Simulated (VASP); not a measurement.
# SiSe (F-43m) in VASP: further runs

Runs on SiSe. Level: r2SCAN. Tasks: single point, relaxation of cell and atoms.

Everything below comes from runs of VASP 6.6.1. Logs are shortened: lines on timing, memory, paths and dates and some standing lists are left out, and cuts for length are marked.

**1. The cell of the first run**

Symmetry: F-43m, No. 216, cubic system. Conventional cell: a = 5.680 Å, b = 5.680 Å, c = 5.680 Å, α = 90.00°, β = 90.00°, γ = 90.00°. Within 3.2 Å of Si (site symmetry -43m) lie 4 Se at 2.46 Å. Se (site symmetry -43m) has 4 Si at 2.46 Å within 3.2 Å.

**2. Single point, r2SCAN**

Contents of POSCAR:

```
SiSe
1.0
    0.0000000000      2.8400277228      2.8400277228
    2.8400277228      0.0000000000      2.8400277228
    2.8400277228      2.8400277228      0.0000000000
Si Se
1 1
Direct
    0.0000000000      0.0000000000      0.0000000000
    0.7500000000      0.7500000000      0.7500000000
```

Contents of INCAR.step1:

```
SYSTEM = SiSe
PREC = Accurate
ENCUT = 520
ISMEAR = 0
SIGMA = 0.1
LREAL = .FALSE.
LASPH = .TRUE.
NELM = 80
NBANDS = 12
GGA = PE
ALGO = Normal
EDIFF = 1E-4
LWAVE = .TRUE.
LCHARG = .FALSE.
```

Contents of INCAR.step2:

```
SYSTEM = SiSe
PREC = Accurate
ENCUT = 520
EDIFF = 1E-6
ISMEAR = 0
SIGMA = 0.1
LREAL = .FALSE.
LASPH = .TRUE.
NELM = 80
ALGO = Normal
ISIF = 2
LWAVE = .FALSE.
LCHARG = .FALSE.
METAGGA = R2SCAN
LMIXTAU = .TRUE.
NBANDS = 12
ISTART = 1
```

Contents of KPOINTS:

```
Automatic mesh
0
G
  6 6 6
  0 0 0
```

Potentials or basis: VASP PAW PBE potentials, release 64 (Si, Se).

Run with:

```bash
$ cat potpaw_PBE.64/Si/POTCAR potpaw_PBE.64/Se/POTCAR > POTCAR
$ cp INCAR.step1 INCAR
$ mpirun -np 1 vasp_std > vasp.out
$ cp INCAR.step2 INCAR
$ mpirun -np 1 vasp_std > vasp.out
```

OUTCAR:

```text
SYSTEM = SiSe
   PREC = Accurate
   ENCUT = 520
   EDIFF = 1E-6
   ISMEAR = 0
   LREAL = .FALSE.
   LASPH = .TRUE.
   NELM = 80
   ISIF = 2
   METAGGA = R2SCAN
   ISTART = 1

 ion  position               nearest neighbor table
   1  0.000  0.000  0.000-   2 2.46   2 2.46   2 2.46   2 2.46
   2  0.750  0.750  0.750-   1 2.46   1 2.46   1 2.46   1 2.46

  LATTYP: Found a face centered cubic cell.
 ALAT       =     5.6800554456

  Lattice vectors:

 A1 = (   0.0000000000,   2.8400277228,   2.8400277228)
 A2 = (   2.8400277228,   0.0000000000,   2.8400277228)
 A3 = (   2.8400277228,   2.8400277228,   0.0000000000)

Analysis of symmetry for initial positions (statically):
=====================================================================
 Subroutine PRICEL returns:
 Original cell was already a primitive cell.

 Routine SETGRP: Setting up the symmetry group for a
 face centered cubic supercell.

 Subroutine GETGRP returns: Found 24 space group operations
 (whereof 24 operations were pure point group operations)
 out of a pool of 48 trial point group operations.

The static configuration has the point symmetry T_d .

Analysis of symmetry for dynamics (positions and initial velocities):
=====================================================================
 Subroutine PRICEL returns:
 Original cell was already a primitive cell.

 Routine SETGRP: Setting up the symmetry group for a
 face centered cubic supercell.

 Subroutine GETGRP returns: Found 24 space group operations
 (whereof 24 operations were pure point group operations)
 out of a pool of 48 trial point group operations.

The dynamic configuration has the point symmetry T_d .

 Subroutine INISYM returns: Found 24 space group operations
 (whereof 24 operations are pure point group operations),
 and found     1 'primitive' translations

----------------------------------------------------------------------------------------

                                     Primitive cell

  volume of cell :      45.8139

  direct lattice vectors                    reciprocal lattice vectors
     0.000000000  2.840027723  2.840027723    -0.176054619  0.176054619  0.176054619
     2.840027723  0.000000000  2.840027723     0.176054619 -0.176054619  0.176054619
     2.840027723  2.840027723  0.000000000     0.176054619  0.176054619 -0.176054619

  length of vectors
     4.016405723  4.016405723  4.016405723     0.304935546  0.304935546  0.304935546

  position of ions in fractional coordinates (direct lattice)
     0.000000000  0.000000000  0.000000000
     0.750000000  0.750000000  0.750000000

  ion indices of the primitive-cell ions
   primitive index   ion index
                 1           1
                 2           2

----------------------------------------------------------------------------------------

 KPOINTS: Automatic mesh

Automatic generation of k-mesh.
 Grid dimensions read from file:
 generate k-points for:    6    6    6

 Generating k-lattice:

  Cartesian coordinates                     Fractional coordinates (reciprocal lattice)
    -0.029342437  0.029342437  0.029342437     0.166666667  0.000000000  0.000000000
     0.029342437 -0.029342437  0.029342437     0.000000000  0.166666667  0.000000000
     0.029342437  0.029342437 -0.029342437     0.000000000  0.000000000  0.166666667

  Length of vectors
     0.050822591  0.050822591  0.050822591

  Shift w.r.t. Gamma in fractional coordinates (k-lattice)
     0.000000000  0.000000000  0.000000000

 Subroutine IBZKPT returns following result:
 ===========================================

 Found     16 irreducible k-points:

 Following reciprocal coordinates:
            Coordinates               Weight
  0.000000  0.000000  0.000000      1.000000
  0.166667  0.000000  0.000000      8.000000
  0.333333  0.000000  0.000000      8.000000
  0.500000  0.000000  0.000000      4.000000
  0.166667  0.166667  0.000000      6.000000
  0.333333  0.166667  0.000000     24.000000
[... 8 lines left out ...]
 -0.333333  0.333333  0.166667     24.000000
 -0.333333  0.500000  0.166667     12.000000
   k-points           NKPTS =     16   k-points in BZ     NKDIM =     16   number of bands    NBANDS=     12
   number of dos      NEDOS =    301   number of ions     NIONS =      2
   total plane-waves  NPLWV =  27000
   dimension x,y,z NGX =    30 NGY =   30 NGZ =   30
   dimension x,y,z NGXF=    60 NGYF=   60 NGZF=   60
   ions per type =               1   1
   NGX,Y,Z   is equivalent  to a cutoff of  12.42, 12.42, 12.42 a.u.
   NGXF,Y,Z  is equivalent  to a cutoff of  24.84, 24.84, 24.84 a.u.
 SYSTEM =  SiSe
   PREC   = accura    normal or accurate (medium, high low for compatibility)
   ISTART =      1    job   : 0-new  1-cont  2-samecut
   ICHARG =      0    charge: 1-file 2-atom 10-const
   ISPIN  =      1    spin polarized calculation?
   LNONCOLLINEAR =      F non collinear calculations
   LSORBIT =      F    spin-orbit coupling
   LASPH  =      T    aspherical Exc in radial PAW
   ENCUT  =  520.0 eV  38.22 Ry    6.18 a.u.   7.47  7.47  7.47*2*pi/ulx,y,z
   NELM   =     80;   NELMIN=  2; NELMDL=  0     # of ELM steps
   EDIFF  = 0.1E-05   stopping-criterion for ELM
   LREAL  =      F    real-space projection
   EDIFFG = 0.1E-04   stopping-criterion for IOM
   NSW    =      0    number of steps for IOM
   IBRION =     -1    ionic relax: 0-MD 1-quasi-New 2-CG
   NFREE  =      0    steps in history (QN), initial steepest desc. (CG)
   ISIF   =      2    stress and relaxation
   ISYM   =      2    0-nonsym 1-usesym 2-fastsym
   POTIM  = 0.5000    time-step for ionic-motion
   TEBEG  =    0.0;   TEEND  =   0.0 temperature during run
   PSTRESS=    0.0 pullay stress
   NELECT =      10.0000    total number of electrons
   NUPDOWN=      -1.0000    fix difference up-down
   EMIN   =  10.00;   EMAX   =-10.00  energy-range for DOS
   EFERMI =   0.00;   METHOD = LEGACY
   ISMEAR =     0;   SIGMA  =   0.10  broadening in eV -4-tet -1-fermi 0-gaus
   EFERMI_NEDOS =   21; number of points for ismear=-14 and -15
   IALGO  =     38    algorithm
   IMIX   =      4    mixing-type and parameters
     AMIX     =   0.40;   BMIX     =  1.00
     AMIX_MAG =   1.60;   BMIX_MAG =  1.00
  volume/ion in A,a.u.               =      22.91       154.58
  Fermi-wavevector in a.u.,A,eV,Ry     =   0.985694  1.862692 13.219329  0.971593
  Thomas-Fermi vector in A             =   2.117020
   LORBIT       =      0    0 simple, 1 ext, 2 COOP (PROOUT), +10 PAW based schemes
   METAGGA = R2SCAN    functional components
   LHFCALC =     F    Hartree Fock is set to
   AEXX    =    0.0000 exact exchange contribution
   IVDW    =     0    specifies the selected vdW correction
   LEPSILON=     F    determine dielectric tensor
   LRPA    =     F    only Hartree local field effects (RPA)
 non-spin polarized calculation
 Gauss-broadening in eV      SIGMA  =   0.10
  energy-cutoff  :      520.00
  volume of cell :       45.81
 maximum number of plane-waves:      1258
 NGX is ok and might be reduce to    30
   NGX = 15   NGY = 15   NGZ = 15

 number of electron      10.0000001 magnetization

 Free energy of the ion-electron system (eV)
  ---------------------------------------------------
  ext. energy  EPLUGINS =         0.00000000
  ---------------------------------------------------
  free energy    TOTEN  =       -21.64110312 eV

  energy without entropy =      -21.63286211  energy(sigma->0) =      -21.63698262

 E-fermi :   5.7847     XC(G=0):  -9.7346

 val. band max:        5.7320159521   @ k =  -0.3333   0.3333   0.1667
 cond. band min:       5.8789808454   @ k =  -0.3333   0.5000   0.1667
 fundamental gap:      0.1469648933
 Fermi energy:         5.7847130896

 k-point     1 :       0.0000    0.0000    0.0000
  band No.  band energies     occupation
      1     -11.3164      2.00000
      2       1.5397      2.00000
      3       1.5397      2.00000
      4       1.5397      2.00000
      5       1.7585      2.00000
      6       6.2111      0.00000
      7       6.2111      0.00000
      8       6.2111      0.00000
      9      11.6090      0.00000
     10      12.6467      0.00000
     11      12.6467      0.00000
     12      15.5441      0.00000

 k-point     2 :       0.1667    0.0000    0.0000
  band No.  band energies     occupation
      1     -11.0851      2.00000
      2      -1.0113      2.00000
      3       1.2854      2.00000
      4       1.2854      2.00000
      5       3.4045      2.00000
      6       6.6550      0.00000
      7       6.6551      0.00000
      8       6.8765      0.00000
      9      12.0080      0.00000
     10      12.0080      0.00000
     11      12.6919      0.00000
     12      14.8235      0.00000

 k-point     3 :       0.3333    0.0000    0.0000
  band No.  band energies     occupation
      1     -10.5261      2.00000
      2      -3.2374      2.00000
      3       0.8827      2.00000
      4       0.8827      2.00000
      5       3.3600      2.00000
      6       7.1531      0.00000
      7       7.1531      0.00000
      8       9.3120      0.00000
      9      12.5252      0.00000
     10      12.5252      0.00000
     11      12.8030      0.00000
     12      16.1732      0.00000
[... 166 lines left out ...]
 k-point    15 :      -0.3333    0.3333    0.1667
  band No.  band energies     occupation
      1      -9.8306      2.00000
      2      -4.1792      2.00000
      3      -1.1766      2.00000
      4      -0.2116      2.00000
      5       5.7320      1.54388
      6       7.0867      0.00000
      7       8.4997      0.00000
      8       9.6919      0.00000
      9      11.0259      0.00000
     10      14.2380      0.00000
     11      15.1743      0.00000
     12      17.0519      0.00000

 k-point    16 :      -0.3333    0.5000    0.1667
  band No.  band energies     occupation
      1      -9.7028      2.00000
      2      -4.3345      2.00000
      3      -0.9443      2.00000
      4      -0.7465      2.00000
      5       5.8790      0.18248
      6       5.9503      0.01922
      7       9.2319      0.00000
      8       9.8858      0.00000
      9      12.6911      0.00000
     10      14.1710      0.00000
     11      15.6941      0.00000
     12      16.5039      0.00000

------------------------ aborting loop because EDIFF is reached ----------------------------------------

  FORCE on cell =-STRESS in cart. coord.  units (eV):
  Direction    XX          YY          ZZ          XY          YZ          ZX
  --------------------------------------------------------------------------------------
  -------------------------------------------------------------------------------------
  Total        3.3380349      3.3380349      3.3380349     -0.0000000      0.0000000      0.0000000
  in kB      116.7357079    116.7357079    116.7357079     -0.0000000      0.0000000      0.0000000
  external PRESSURE =     116.7357079 kB  Pullay stress =       0.0000000 kB

 VOLUME and BASIS-vectors are now :
 -----------------------------------------------------------------------------
  energy-cutoff  :      520.00
  volume of cell :       45.81
      direct lattice vectors                 reciprocal lattice vectors
     0.000000000  2.840027723  2.840027723    -0.176054619  0.176054619  0.176054619
     2.840027723  0.000000000  2.840027723     0.176054619 -0.176054619  0.176054619
     2.840027723  2.840027723  0.000000000     0.176054619  0.176054619 -0.176054619

 POSITION                                       TOTAL-FORCE (eV/Angst)
 -----------------------------------------------------------------------------------
      0.00000      0.00000      0.00000         0.000000      0.000000     -0.000000
      4.26004      4.26004      4.26004        -0.000000     -0.000000      0.000000
 -----------------------------------------------------------------------------------
    total drift:                               -0.000001     -0.000001     -0.000001

  FREE ENERGIE OF THE ION-ELECTRON SYSTEM (eV)
  ---------------------------------------------------
  free  energy   TOTEN  =       -21.6411031234 eV

  energy  without entropy=      -21.6328621086  energy(sigma->0) =      -21.63698262
```

Wall time 31 s (1 thread of Intel Xeon Platinum 8488C (Sapphire Rapids), shared host); peak memory 0.16 GiB.

What came out:

```yaml
Free_energy: -21.6411 eV
Pressure: 11.7 GPa
Band_gap_on_the_k_mesh: zero (band 5 reaches 5.88 eV, above the bottom of band 6 at 4.44 eV)
```

Levels at points of the mesh, in eV from the Fermi level:
```csv
k point,band 2,band 3,band 4,band 5,band 6,band 7,band 8,band 9
"(0.00, 0.00, 0.00)",-4.25,-4.25,-4.25,-4.03,0.43,0.43,0.43,5.82
"(0.50, 0.00, 0.00)",-9.96,-5.07,-5.07,-2.60,1.42,1.42,5.08,7.87
"(0.50, 0.50, 0.00)",-10.23,-6.22,-6.22,-1.35,-1.34,5.86,5.86,7.65
```

Caveat: the PAW data sets were made with another functional, which shifts forces and pressure a little.

[end of part 1 of 3]
